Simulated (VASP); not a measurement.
# Cd3TeSe2 (P3m1) in VASP: notebook, part 2 of 2

VASP 6.6.1. The steps go on from the part before.

### Step 5. Single point, PBE

This run uses another cell than the first one, of 31.83 Å³/atom.

INCAR

```
PREC = Accurate
ENCUT = 520
EDIFF = 1E-6
ISMEAR = 0
SIGMA = 0.01
LREAL = False
LASPH = True
NELM = 80
ALGO = Normal
ISIF = 2
LWAVE = False
LCHARG = False
GGA = PE
NBANDS = 36
```

KPOINTS

```
regular mesh
0
Gamma
  12 12 4
```

POSCAR

```
Cd3TeSe2
1.0
    4.4815560227      0.0000000000      0.0000000000
   -2.2407780113      3.8811413641      0.0000000000
    0.0000000000      0.0000000000     10.9800544826
Cd Te Se
3 1 2
Direct
    0.0000000000      0.0000000000      0.0130560915
    0.6666666667      0.3333333333      0.3336826820
    0.3333333333      0.6666666667      0.6526404601
    0.0000000000      0.0000000000      0.7526732219
    0.6666666667      0.3333333333      0.0889339365
    0.3333333333      0.6666666667      0.4090136080
```

Potentials or basis: VASP PAW PBE potentials, release 64 (Cd, Te, Se).

Run with:

```bash
$ cat potpaw_PBE.64/Cd/POTCAR potpaw_PBE.64/Te/POTCAR potpaw_PBE.64/Se/POTCAR > POTCAR
$ mpirun -np 1 vasp_std > vasp.out
```

OUTCAR:

```text
PREC = Accurate
   ENCUT = 520
   EDIFF = 1E-6
   ISMEAR = 0
   LREAL = False
   LASPH = True
   NELM = 80
   ISIF = 2
   GGA = PE

 ion  position               nearest neighbor table
   1  0.000  0.000  0.013-   5 2.72   5 2.72   5 2.72   4 2.86
   2  0.667  0.333  0.334-   5 2.69   6 2.72   6 2.72   6 2.72
   3  0.333  0.667  0.653-   6 2.68   4 2.81   4 2.81   4 2.81
   4  0.000  0.000  0.753-   3 2.81   3 2.81   3 2.81   1 2.86
   5  0.667  0.333  0.089-   2 2.69   1 2.72   1 2.72   1 2.72
   6  0.333  0.667  0.409-   3 2.68   2 2.72   2 2.72   2 2.72

  LATTYP: Found a hexagonal cell.
 ALAT       =     4.4815560227
 C/A-ratio  =     2.4500540498

  Lattice vectors:

 A1 = (   4.4815560227,   0.0000000000,   0.0000000000)
 A2 = (  -2.2407780113,   3.8811413641,   0.0000000000)
 A3 = (   0.0000000000,   0.0000000000,  10.9800544826)

Analysis of symmetry for initial positions (statically):
=====================================================================
 Subroutine PRICEL returns:
 Original cell was already a primitive cell.

 Routine SETGRP: Setting up the symmetry group for a
 hexagonal supercell.

 Subroutine GETGRP returns: Found  6 space group operations
 (whereof  6 operations were pure point group operations)
 out of a pool of 24 trial point group operations.

The static configuration has the point symmetry C_3v.

Analysis of symmetry for dynamics (positions and initial velocities):
=====================================================================
 Subroutine PRICEL returns:
 Original cell was already a primitive cell.

 Routine SETGRP: Setting up the symmetry group for a
 hexagonal supercell.

 Subroutine GETGRP returns: Found  6 space group operations
 (whereof  6 operations were pure point group operations)
 out of a pool of 24 trial point group operations.

The dynamic configuration has the point symmetry C_3v.

 Subroutine INISYM returns: Found  6 space group operations
 (whereof  6 operations are pure point group operations),
 and found     1 'primitive' translations

----------------------------------------------------------------------------------------

                                     Primitive cell

  volume of cell :     190.9822

  direct lattice vectors                    reciprocal lattice vectors
     4.481556023  0.000000000  0.000000000     0.223136784  0.128828083  0.000000000
    -2.240778011  3.881141364  0.000000000     0.000000000  0.257656165  0.000000000
     0.000000000  0.000000000 10.980054483     0.000000000  0.000000000  0.091074229

  length of vectors
     4.481556023  4.481556023 10.980054483     0.257656165  0.257656165  0.091074229

  position of ions in fractional coordinates (direct lattice)
     0.000000000  0.000000000  0.013056091
     0.666666667  0.333333333  0.333682682
     0.333333333  0.666666667  0.652640460
     0.000000000  0.000000000  0.752673222
     0.666666667  0.333333333  0.088933936
     0.333333333  0.666666667  0.409013608

  ion indices of the primitive-cell ions
   primitive index   ion index
                 1           1
                 2           2
                 3           3
                 4           4
[... 21 lines left out ...]
  Shift w.r.t. Gamma in fractional coordinates (k-lattice)
     0.000000000  0.000000000  0.000000000

 Subroutine IBZKPT returns following result:
 ===========================================

 Found     69 irreducible k-points:

 Following reciprocal coordinates:
            Coordinates               Weight
  0.000000  0.000000  0.000000      1.000000
  0.083333  0.000000  0.000000      6.000000
  0.166667  0.000000  0.000000      6.000000
  0.250000  0.000000  0.000000      6.000000
  0.333333  0.000000  0.000000      6.000000
  0.416667  0.000000  0.000000      6.000000
[... 16 lines left out ...]
  0.166667  0.000000  0.250000      6.000000
  0.000000  0.166667  0.250000      6.000000
 [... further k-points ...]
   k-points           NKPTS =     69   k-points in BZ     NKDIM =     69   number of bands    NBANDS=     36
   number of dos      NEDOS =    301   number of ions     NIONS =      6
   total plane-waves  NPLWV = 108864
   dimension x,y,z NGX =    36 NGY =   36 NGZ =   84
   dimension x,y,z NGXF=    72 NGYF=   72 NGZF=  168
   ions per type =               3   1   2
   NGX,Y,Z   is equivalent  to a cutoff of  13.35, 13.35, 12.72 a.u.
   NGXF,Y,Z  is equivalent  to a cutoff of  26.71, 26.71, 25.44 a.u.
 SYSTEM =  unknown system
   PREC   = accura    normal or accurate (medium, high low for compatibility)
   ISTART =      0    job   : 0-new  1-cont  2-samecut
   ICHARG =      2    charge: 1-file 2-atom 10-const
   ISPIN  =      1    spin polarized calculation?
   LNONCOLLINEAR =      F non collinear calculations
   LSORBIT =      F    spin-orbit coupling
   LASPH  =      T    aspherical Exc in radial PAW
   ENCUT  =  520.0 eV  38.22 Ry    6.18 a.u.   8.33  8.33 20.42*2*pi/ulx,y,z
   NELM   =     80;   NELMIN=  2; NELMDL= -5     # of ELM steps
   EDIFF  = 0.1E-05   stopping-criterion for ELM
   LREAL  =      F    real-space projection
   EDIFFG = 0.1E-04   stopping-criterion for IOM
   NSW    =      0    number of steps for IOM
   IBRION =     -1    ionic relax: 0-MD 1-quasi-New 2-CG
   NFREE  =      0    steps in history (QN), initial steepest desc. (CG)
   ISIF   =      2    stress and relaxation
   ISYM   =      2    0-nonsym 1-usesym 2-fastsym
   POTIM  = 0.5000    time-step for ionic-motion
   TEBEG  =    0.0;   TEEND  =   0.0 temperature during run
   PSTRESS=    0.0 pullay stress
   NELECT =      54.0000    total number of electrons
   NUPDOWN=      -1.0000    fix difference up-down
   EMIN   =  10.00;   EMAX   =-10.00  energy-range for DOS
   EFERMI =   0.00;   METHOD = LEGACY
   ISMEAR =     0;   SIGMA  =   0.01  broadening in eV -4-tet -1-fermi 0-gaus
   EFERMI_NEDOS =   21; number of points for ismear=-14 and -15
   IALGO  =     38    algorithm
   IMIX   =      4    mixing-type and parameters
     AMIX     =   0.40;   BMIX     =  1.00
     AMIX_MAG =   1.60;   BMIX_MAG =  1.00
  volume/ion in A,a.u.               =      31.83       214.80
  Fermi-wavevector in a.u.,A,eV,Ry     =   1.074505  2.030520 15.708759  1.154561
  Thomas-Fermi vector in A             =   2.210335
   LORBIT       =      0    0 simple, 1 ext, 2 COOP (PROOUT), +10 PAW based schemes
   GGA     = PE    functional components
   LHFCALC =     F    Hartree Fock is set to
   AEXX    =    0.0000 exact exchange contribution
   IVDW    =     0    specifies the selected vdW correction
   LEPSILON=     F    determine dielectric tensor
   LRPA    =     F    only Hartree local field effects (RPA)
 non-spin polarized calculation
 Gauss-broadening in eV      SIGMA  =   0.01
  energy-cutoff  :      520.00
  volume of cell :      190.98
 maximum number of plane-waves:      5188
 NGX is ok and might be reduce to    36
   NGX = 17   NGY = 17   NGZ = 41

 number of electron      53.9999990 magnetization

 Free energy of the ion-electron system (eV)
  ---------------------------------------------------
  ext. energy  EPLUGINS =         0.00000000
  ---------------------------------------------------
  free energy    TOTEN  =       -15.72313081 eV

  energy without entropy =      -15.72313081  energy(sigma->0) =      -15.72313081

 E-fermi :   1.3623     XC(G=0):  -8.5269

 val. band max:        1.3165624597   @ k =   0.0000   0.0000   0.0000
 cond. band min:       1.4028212867   @ k =   0.0000   0.0000   0.0000
 fundamental gap:      0.0862588270
 Fermi energy:         1.3622581839

 k-point     1 :       0.0000    0.0000    0.0000
  band No.  band energies     occupation
      1     -11.3023      2.00000
      2     -11.1315      2.00000
      3      -9.4932      2.00000
      4      -6.8988      2.00000
      5      -6.8988      2.00000
      6      -6.8827      2.00000
[... 925 lines left out ...]
     35       7.0292      0.00000
     36       7.2373      0.00000

 [... further k-points ...]
[... 5 lines left out ...]
  --------------------------------------------------------------------------------------
  -------------------------------------------------------------------------------------
  Total        0.2139724      0.2139724      0.2268245      0.0000000      0.0000000      0.0000000
  in kB        1.7950462      1.7950462      1.9028643      0.0000000      0.0000000      0.0000000
  external PRESSURE =       1.8309856 kB  Pullay stress =       0.0000000 kB

 VOLUME and BASIS-vectors are now :
 -----------------------------------------------------------------------------
  energy-cutoff  :      520.00
  volume of cell :      190.98
      direct lattice vectors                 reciprocal lattice vectors
     4.481556023  0.000000000  0.000000000     0.223136784  0.128828083  0.000000000
    -2.240778011  3.881141364  0.000000000     0.000000000  0.257656165  0.000000000
     0.000000000  0.000000000 10.980054483     0.000000000  0.000000000  0.091074229

 POSITION                                       TOTAL-FORCE (eV/Angst)
 -----------------------------------------------------------------------------------
      0.00000      0.00000      0.14336        -0.000000      0.000000     -0.008006
      2.24078      1.29371      3.66385        -0.000000      0.000000      0.004816
     -0.00000      2.58743      7.16603         0.000000     -0.000000      0.010080
      0.00000      0.00000      8.26439        -0.000000      0.000000      0.003461
      2.24078      1.29371      0.97650        -0.000000      0.000000     -0.004840
     -0.00000      2.58743      4.49099         0.000000      0.000000     -0.005511
 -----------------------------------------------------------------------------------
    total drift:                                0.000001      0.000000     -0.000325

  FREE ENERGIE OF THE ION-ELECTRON SYSTEM (eV)
  ---------------------------------------------------
  free  energy   TOTEN  =       -15.7231308053 eV

  energy  without entropy=      -15.7231308053  energy(sigma->0) =      -15.72313081
```

Run time: 5.8 min. Hardware: 1 thread of Intel Xeon Platinum 8559C (Emerald Rapids), shared host; peak memory 0.6 GiB.

Results:

| Quantity | Value |
| --- | --- |
| Free energy | -15.7231 eV |
| Pressure | 0.2 GPa |
| Largest force | 0.010 eV/Å |
| Band gap on the k mesh | 0.09 eV |

Forces in eV/Å, atoms in the order of the input:
```
Cd   0.000  0.000 -0.008
Cd   0.000  0.000  0.005
Cd   0.000  0.000  0.010
Te   0.000  0.000  0.003
Se   0.000  0.000 -0.005
Se   0.000  0.000 -0.006
```

Levels at points of the mesh, in eV from the valence-band top:
```csv
k point,band 25,band 26,band 27,band 28,band 29,band 30
"(0.00, 0.00, 0.00)",-0.37,0.00,0.00,0.09,1.57,2.34
"(0.50, 0.00, 0.00)",-1.65,-1.49,-0.93,2.55,2.65,2.95
"(0.00, 0.00, 0.50)",-0.77,-0.04,-0.04,1.19,1.35,2.27
"(0.50, 0.00, 0.50)",-1.66,-0.99,-0.83,1.77,2.90,3.16
```

Caveat: semilocal functionals underestimate gaps, and a narrow one can read as zero; spin-orbit coupling is left out, which moves the levels of the heavy elements.

### Step 6. The runs side by side

```tsv
task	cell	k mesh	cutoff (eV)	smearing	gap on the mesh (eV)	pressure (GPa)	largest force (eV/Å)
single point	a = 4.252, b = 4.252, c = 10.415 Å, angles 90.0, 90.0, 120.0°, 6 atoms, atomic positions A	6 × 6 × 2	520	gaussian 0.1 eV	0.70	10.3	1.07
single point	a = 4.475, b = 4.475, c = 10.972 Å, angles 90.0, 90.0, 120.0°, 6 atoms, atomic positions B	6 × 6 × 2	520	gaussian 0.1 eV	0.09	0.4	0.03
relaxation of cell and atoms	relaxed from a = 4.252, b = 4.252, c = 10.415 Å, angles 90.0, 90.0, 120.0°, 6 atoms, atomic positions A	6 × 6 × 2	600	gaussian 0.1 eV	0.09	0.1	0.01
single point	a = 4.482, b = 4.482, c = 10.980 Å, angles 90.0, 90.0, 120.0°, 6 atoms, atomic positions C	12 × 12 × 4	520	gaussian 0.01 eV	0.09	0.2	0.01
```

Alike in all rows: level PBE; potentials or basis VASP PAW PBE potentials, release 64 (Cd, Te, Se); no spin polarisation.

Caveats: semilocal functionals underestimate gaps, and a narrow one can read as zero; spin-orbit coupling is left out, which moves the levels of the heavy elements; the cell stands under pressure (at least some runs); forces of over 1 eV/Å act on the atoms, so gaps and moduli don't describe the material at rest (at least some runs); the volume moved by over 15 % at a fixed basis, so the end points are rough (at least some runs).

Absolute energies hang on the potentials; compare differences alone.
